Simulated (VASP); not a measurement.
Write the native input for VASP 6.6.1 that does the following.

| Item | Value |
| --- | --- |
| Task | single point |
| Functional | PBE |
| Potentials or basis | VASP PAW PBE potentials, release 64 (Zr_sv, B) |
| Cutoff | 520 eV |
| k mesh | 15 × 15 × 12 |
| Occupations | gaussian, width 0.1 eV |
| Spin | no spin polarisation |
| Dipole correction | no |
| Further INCAR settings | ALGO = Normal; EDIFF = 1e-06; NBANDS = 16 |

The structure of ZrB2 lies in POSCAR:

```
ZrB2
1.0
    3.2285917888      0.0000000000      0.0000000000
   -1.6142958944      2.7960425075      0.0000000000
    0.0000000000      0.0000000000      3.6224514844
Zr B
1 2
Direct
    0.0000000000      0.0000000000      0.0000000000
    0.3333333333      0.6666666667      0.5000000000
    0.6666666667      0.3333333333      0.5000000000
```

This cell differs from its parent crystal: volume scaled by 1.06, then relaxed in part.

These files were run (other wordings do the same):

INCAR

```
PREC = Accurate
ENCUT = 520
EDIFF = 1E-6
ISMEAR = 0
SIGMA = 0.1
LREAL = False
LASPH = True
NELM = 100
ALGO = Normal
ISIF = 2
LWAVE = False
LCHARG = True
GGA = PE
LELF = True
LVHAR = True
NBANDS = 16
```

KPOINTS

```
Automatic mesh
0
Gamma
  15 15 12
```

Potentials or basis: VASP PAW PBE potentials, release 64 (Zr_sv, B).

Launch:

```console
$ cat potpaw_PBE.64/Zr_sv/POTCAR potpaw_PBE.64/B/POTCAR > POTCAR
$ mpirun -np 1 vasp_std > vasp.out
```

It gave:

```yaml
Pressure: -12.3 GPa
Band_gap_on_the_k_mesh: zero (band 9 reaches 10.62 eV, above the bottom of band 10 at 9.64 eV)
```

Run time: 54 s on 1 thread of Intel Xeon 6975P-C (shared host), peak memory 0.22 GiB.
